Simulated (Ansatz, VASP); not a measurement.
**One calculation of Cd2C, two programs**

```xyz
3
Lattice="0.0000 2.9436 2.9436 2.9436 0.0000 2.9436 2.9436 2.9436 0.0000" Properties=species:S:1:pos:R:3 pbc="T T T"
C     0.0000    0.0000    0.0000
Cd    1.4718    1.4718    1.4718
Cd    4.4155    4.4155    4.4155
```

Alike in both runs: functional PBE; k mesh 10 × 10 × 10; occupations fermi-dirac, width 0.03 eV; no spin polarisation.

Ansatz relaxed the structure, and its values are those at the end. VASP's run is a single point on that final structure, the one shown.

```csv
,VASP,Ansatz
version,VASP 6.6.1,Ansatz 0.2.0
potentials or method,"VASP PAW PBE potentials, release 64 (C, Cd)","PAW with Ansatz's default frozen-core files, scalar-relativistic"
plane-wave cutoff (eV),520,420
valence electrons in the cell,28,44
```

|  | VASP | Ansatz | Ansatz less VASP |
| --- | --- | --- | --- |
| pressure (GPa) | 0.7 | 0.0 | -0.70 |

With one functional, cell and mesh, what is left measures potentials, basis and numerics. VASP's potentials hold 28 valence electrons a cell and Ansatz's 44, so a difference there can come from the potentials and not from the codes.
